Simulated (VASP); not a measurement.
Set up this calculation in VASP 6.6.1, as the native input.

```yaml
Task: single point
Functional: HSE06
Potentials_or_basis: VASP PAW PBE potentials, release 64 (Os_sv_GW)
Cutoff: 420 eV
k_mesh: 6 × 6 × 3
Occupations: fermi-dirac, width 0.05 eV
Spin: no spin polarisation
Dipole_correction: no
Grid_for_exact_exchange_PRECFOCK: Normal
Further_INCAR_settings: ALGO = Normal; EDIFF = 1e-06; NBANDS = 23
Share_of_exact_exchange: 0.25
Screening_parameter: 0.2079 1/Å
```

The system is Os.

```
Os
1.0
     2.77008    0.00000    0.00000
    -1.38504    2.39896    0.00000
     0.00000    0.00000    4.37654
Os
2
Cartesian
  1.3850 0.7997 3.2824
  0.0000 1.5993 1.0941
```

The input as run:

POSCAR

```
Os
1.0
    2.7700791260      0.0000000000      0.0000000000
   -1.3850395630      2.3989588936      0.0000000000
    0.0000000000      0.0000000000      4.3765446767
Os
2
Direct
    0.6666666667      0.3333333333      0.7500000000
    0.3333333333      0.6666666667      0.2500000000
```

INCAR.step1

```
SYSTEM = Os
PREC     = Accurate       ! precision mode
ENCUT    = 420            ! plane-wave cutoff, eV
EDIFF    = 1E-5           ! SCF threshold, eV
ISMEAR   = -1             ! smearing method
SIGMA    = 0.05           ! smearing width, eV
LREAL    = .FALSE.        ! projectors in reciprocal space
LASPH    = .TRUE.         ! aspherical terms in the spheres
NELM     = 120            ! most SCF steps
ALGO     = Normal         ! electronic algorithm
ISIF     = 2              ! what is computed and relaxed
LWAVE    = .TRUE.         ! write WAVECAR
LCHARG   = .FALSE.        ! write CHGCAR
GGA      = PE             ! functional
NBANDS   = 23             ! bands
GGA_COMPAT= .FALSE.
```

INCAR.step2

```
SYSTEM = Os
PREC     = Accurate       ! precision mode
ENCUT    = 420            ! plane-wave cutoff, eV
EDIFF    = 1E-6           ! SCF threshold, eV
ISMEAR   = -1             ! smearing method
SIGMA    = 0.05           ! smearing width, eV
LREAL    = .FALSE.        ! projectors in reciprocal space
LASPH    = .TRUE.         ! aspherical terms in the spheres
NELM     = 120            ! most SCF steps
ALGO     = Normal         ! electronic algorithm
ISIF     = 2              ! what is computed and relaxed
LWAVE    = .FALSE.        ! write WAVECAR
LCHARG   = .FALSE.        ! write CHGCAR
GGA      = PE             ! functional
LHFCALC  = .TRUE.         ! exact exchange
HFSCREEN = 0.2079         ! screening, 1/A
PRECFOCK = Normal       
ISTART   = 1            
NBANDS   = 23             ! bands
GGA_COMPAT= .FALSE.
```

KPOINTS

```
Automatic mesh
0
G
  6 6 3
  0 0 0
```

Potentials or basis: VASP PAW PBE potentials, release 64 (Os_sv_GW).

The run is started by

```bash
$ cat potpaw_PBE.64/Os_sv_GW/POTCAR > POTCAR
$ cp INCAR.step1 INCAR
$ mpirun -np 1 vasp_std > vasp.out
$ cp INCAR.step2 INCAR
$ mpirun -np 1 vasp_std > vasp.out
```

It gave:

```json
{"Pressure": "-21.9 GPa", "Band gap on the k mesh": "zero (bands 16 and 17 overlap by 4.24 eV)"}
```

Caveat: the k points lie up to 0.48 Å⁻¹ apart, too coarse for converged energies and pressures of a metal; the PAW data sets were made with another functional, which shifts forces and pressure a little; spin-orbit coupling is left out, which moves the levels of the heavy elements.

It took 11 min on 1 thread of Intel(R) Xeon(R) 6975P-C (Granite Rapids), with other jobs on the host, peak memory 0.25 GiB.
